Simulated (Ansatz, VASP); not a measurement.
One calculation of Mg2Si, two programs

File INCAR:

```
SYSTEM = Mg2Si
PREC = Accurate ; ENCUT = 600
EDIFF = 1E-6 ; ISMEAR = 0
SIGMA = 0.01 ; LREAL = .FALSE.
LASPH = .TRUE. ; NELM = 120
ALGO = Normal ; ISIF = 2
LWAVE = .FALSE. ; LCHARG = .FALSE.
GGA = PE ; NBANDS = 11
GGA_COMPAT = .FALSE.
```

File KPOINTS:

```
Automatic mesh
0
G
  6 6 6
  0 0 0
```

POSCAR

```
Mg2Si
1.0
    0.0000000000      3.2444127737      3.2444127737
    3.2444127737      0.0000000000      3.2444127737
    3.2444127737      3.2444127737      0.0000000000
Mg Si
2 1
Direct
    0.2500000000      0.2500000000      0.2500000000
    0.7500000000      0.7500000000      0.7500000000
    0.0000000000      0.0000000000      0.0000000000
```

Input for Ansatz:

```yaml
crystal:
  lattice:
    - [0.0, 3.2444127737, 3.2444127737]
    - [3.2444127737, 0.0, 3.2444127737]
    - [3.2444127737, 3.2444127737, 0.0]
  atoms:
    - { symbol: Mg, position: [0.25, 0.25, 0.25] }
    - { symbol: Mg, position: [0.75, 0.75, 0.75] }
    - { symbol: Si, position: [0.0, 0.0, 0.0] }
kpoints:
  mp_grid: { grid: [6, 6, 6] }
hamiltonian:
  xc: pbe
scf:
  occupations: { method: fixed }
  n_extra_bands: 4
output:
  forces: true
  stress: true
  eigenvalues: true
```

Alike in both runs: task single point; functional PBE; k mesh 6 × 6 × 6; no spin polarisation.

|  | VASP | Ansatz |
| --- | --- | --- |
| version | VASP 6.6.1 | Ansatz 0.2.0 |
| potentials or method | VASP PAW PBE potentials, release 64 (Mg, Si) | plane waves, PAW |
| plane-wave cutoff (eV) | 600 | 420 |
| occupations | gaussian, width 0.01 eV | fixed |
| valence electrons in the cell | 8 | 24 |

Ansatz gave:

* gap on the k mesh at the Fermi level (eV): 0.27
* pressure (GPa): -2.8

**Question.** Which values does VASP return?

**Answer.** gap on the k mesh at the Fermi level (eV): 0.27; pressure (GPa): -2.9.

VASP's potentials hold 8 valence electrons a cell and Ansatz's 24, so a difference there can come from the potentials and not from the codes.
